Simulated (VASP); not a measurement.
Input of a VASP 6.6.1 run:

Contents of INCAR:

```
SYSTEM = GaSb
PREC = Accurate
ENCUT = 520
EDIFF = 1E-6
ISMEAR = 0
SIGMA = 0.15
LREAL = .FALSE.
LASPH = .TRUE.
NELM = 60
ALGO = Normal
ISIF = 2
LWAVE = .FALSE.
LCHARG = .FALSE.
GGA = PE
NBANDS = 16
```

File KPOINTS:

```
regular mesh
0
G
  22 22 22
  0 0 0
```

Contents of POSCAR:

```
GaSb
1.0
   -2.5583039664      2.5583039664      1.5810862690
    2.5583039664     -2.5583039664      1.5810862690
    2.5583039664      2.5583039664     -1.5810862690
Ga Sb
1 1
Direct
    0.2500000000      0.7500000000      0.5000000000
    0.0000000000      0.0000000000      0.0000000000
```

Potentials or basis: VASP PAW PBE potentials, release 64 (Ga_d, Sb).

Command:

```sh
$ cat potpaw_PBE.64/Ga_d/POTCAR potpaw_PBE.64/Sb/POTCAR > POTCAR
$ mpirun -np 1 vasp_std > vasp.out
```

Task: Predict the band gap on the k mesh.

Result: Zero (bands 9 and 10 overlap by 6.14 eV).

Task: Estimate the pressure.

Result: 12.8 GPa.

Stress tensor (GPa, compression positive):
```
15.42  0.00  0.00
 0.00 15.42  0.00
 0.00  0.00  7.54
```

Caveat: the cell differs from its parent crystal (strain -0.0750 x Voigt [1, 1, 0, 0, 0, 0]); the cell stands under pressure; spin-orbit coupling is left out, which moves the levels of the heavy elements.
